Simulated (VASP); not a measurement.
Runs of VASP 6.6.1 on Rh. The structure is that of space group Fm-3m (No. 225), or close to it. The cells are those of the table. 

| task | level | potentials or basis | cell | cutoff (eV) | smearing | second run | gap on the mesh (eV) | pressure (GPa) |
| --- | --- | --- | --- | --- | --- | --- | --- | --- |
| single point | LDA | VASP PAW LDA potentials, release 64 (Rh_sv_GW) | a = 2.719 Å, angles 60.0°, 1 atom | 530 | fermi-dirac 0.05 eV | valence_matched | none | -21.3 |
| single point | PBE | VASP PAW PBE potentials, release 64 (Rh_pv) | a = 2.684 Å, angles 60.0°, 1 atom | 520 | gaussian 0.022 eV | - | none | 7.3 |
| single point | PBEsol | VASP PAW PBE potentials, release 64 (Rh_pv) | a = 2.702 Å, angles 60.0°, 1 atom | 520 | fermi-dirac 0.05 eV | - | none | -9.0 |
| single point | LDA | VASP PAW LDA potentials, release 64 (Rh_pv) | a = 2.629 Å, angles 60.0°, 1 atom | 520 | fermi-dirac 0.05 eV | - | none | 10.6 |
| single point | PBEsol | VASP PAW PBE potentials, release 64 (Rh_pv) | a = 2.621 Å, angles 60.0°, 1 atom | 520 | fermi-dirac 0.05 eV | - | none | (a) |
| single point | LDA | VASP PAW LDA potentials, release 64 (Rh_pv) | a = 2.654 Å, angles 60.0°, 1 atom | 520 | fermi-dirac 0.05 eV | - | none | 1.0 |
| relaxation of cell and atoms | revPBE | VASP PAW PBE potentials, release 64 (Rh_pv) | relaxed from a = 2.684 Å, angles 60.0°, 1 atom | 600 | fermi-dirac 0.05 eV | - | none | 0.0 |
| single point | revPBE | VASP PAW PBE potentials, release 64 (Rh_pv) | a = 2.666 Å, angles 60.0°, 1 atom | 520 | fermi-dirac 0.05 eV | - | none | (b) |

Alike in all rows: no spin polarisation; k mesh 12 × 12 × 12.

Question: Estimate the missing entries.

Answer: (a) 19.9; (b) 17.1.

Caveats: the PAW data sets were made with another functional, which shifts forces and pressure a little (some runs).

A k mesh can miss the band edges, and the runs leave out spin-orbit coupling on Rh.

A gap of «none» marks levels without a gap at the run's occupations.

The runs don't all hold the same shells in valence.
